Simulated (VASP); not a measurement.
Set up this calculation in VASP 6.6.1, as the native input.

```
Task                   : single point
Functional             : PBE
Potentials or basis    : VASP PAW PBE potentials, release 64 (Ca_sv)
Cutoff                 : 520 eV
k mesh                 : 7 × 8 × 3
Occupations            : tetrahedron
Spin                   : no spin polarisation
Dipole correction      : no
Further INCAR settings : ALGO = Fast; EDIFF = 1e-06; NBANDS = 11; ISYM = 0
```

The structure of Ca lies in POSCAR:

```
Ca
1.0
    0.0000000000      2.7884079385      2.7884079385
    2.7884079385      0.0000000000      2.7884079385
    2.7884079385      2.7884079385      0.0000000000
Ca
1
Direct
    0.5990000000      0.8640000000      0.6260000000
```

One way to write it, as run:

INCAR

```
SYSTEM = Ca
ALGO = Fast ; EDIFF = 1E-6
ENCUT = 520 ; GGA = PE
ISIF = 2 ; ISMEAR = -5
ISYM = 0 ; LASPH = .TRUE.
LCHARG = .FALSE. ; LREAL = .FALSE.
LWAVE = .FALSE. ; NBANDS = 11
NELM = 60 ; PREC = Accurate
SIGMA = 0.1
```

KPOINTS

```
k-points
0
G
  7 8 3
  0 0 0
```

Potentials or basis: VASP PAW PBE potentials, release 64 (Ca_sv).

Command:

```console
$ cat potpaw_PBE.64/Ca_sv/POTCAR > POTCAR
$ mpirun -np 1 vasp_std > vasp.out
```

It gave:

The pressure is -0.6 GPa and the band gap on the k mesh is zero (band 5 reaches 1.94 eV, above the bottom of band 6 at 1.68 eV).

Caveat: the k points lie up to 0.65 Å⁻¹ apart; tetrahedron occupations give inexact forces and stress in metals.

Wall time 110 s on 1 thread of Intel Xeon 6975P-C (shared host), peak memory 0.16 GiB.
